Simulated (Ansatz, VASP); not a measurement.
# MnS: VASP beside Ansatz

Contents of INCAR:

```
SYSTEM = MnS
ALGO     = Normal         ! electronic algorithm
EDIFF    = 1E-6           ! SCF threshold, eV
ENCUT    = 500            ! plane-wave cutoff, eV
GGA      = PE             ! functional
GGA_COMPAT= .False.      
ISIF     = 2              ! what is computed and relaxed
ISMEAR   = 0              ! smearing method
ISPIN    = 2              ! spin polarisation
LASPH    = .True.         ! aspherical terms in the spheres
LCHARG   = .True.         ! write CHGCAR
LELF     = .True.         ! ELF
LMAXMIX  = 4              ! l up to which the mixer works
LORBIT   = 11             ! projections on sites
LREAL    = .False.        ! projectors in reciprocal space
LVHAR    = .True.       
LWAVE    = .False.        ! write WAVECAR
MAGMOM   = 4.68 0         ! initial moments
NBANDS   = 20             ! bands
NELM     = 200            ! most SCF steps
PREC     = Accurate       ! precision mode
SIGMA    = 0.05           ! smearing width, eV
```

Contents of KPOINTS:

```
k-points
0
Gamma
  6 6 6
  0 0 0
```

File POSCAR:

```
MnS
1.0
    0.0000000000      2.8227655993      2.8227655993
    2.8227655993      0.0000000000      2.8227655993
    2.8227655993      2.8227655993      0.0000000000
Mn S
1 1
Direct
    0.0000000000      0.0000000000      0.0000000000
    0.2500000000      0.2500000000      0.2500000000
```

Input for Ansatz:

```yaml
crystal:
  lattice:
    - [0.0, 2.8227655993, 2.8227655993]
    - [2.8227655993, 0.0, 2.8227655993]
    - [2.8227655993, 2.8227655993, 0.0]
  atoms:
    - { symbol: Mn, position: [0.0, 0.0, 0.0], spin: 4.68 }
    - { symbol: S, position: [0.25, 0.25, 0.25] }
basis:
  ecutwfc: 420
  ecutrho_ratio: 4
kpoints:
  mp_grid: { grid: [6, 6, 6] }
hamiltonian:
  xc: pbe
scf:
  occupations: { method: gaussian, width: 0.05 }
output:
  forces: true
  stress: true
  eigenvalues: true
  populations: true
magnetization:
  spin_polarized: true
```

Alike in both runs: task single point; functional PBE; k mesh 6 × 6 × 6; occupations gaussian, width 0.05 eV; collinear spin.

```csv
,VASP,Ansatz
version,VASP 6.6.1,Ansatz 0.2.0
potentials or method,"VASP PAW PBE potentials, release 64 (Mn_pv, S), cutoff 500 eV","scalar-relativistic, plane waves, PAW"
valence electrons in the cell,19,21
```

|  | VASP | Ansatz | Ansatz less VASP |
| --- | --- | --- | --- |
| gap on the k mesh at the Fermi level (eV) | none | none | - |
| pressure (GPa) | 0.0 | 0.0 | 0.00 |
| net moment per atom (μB) | 2.49 | 2.49 | 0.000 |
| size of the moment on the site where the two differ most (μB) | 4.37 | 4.21 | -0.157 |

Site moments also hang on the region over which each program counts them. A gap of «none» marks a metal or a gap that the smearing closes. The functional is the same, so the differences come from potentials, cutoffs and numerics. VASP's potentials hold 19 valence electrons a cell and Ansatz's 21, so a difference there can come from the potentials and not from the codes.
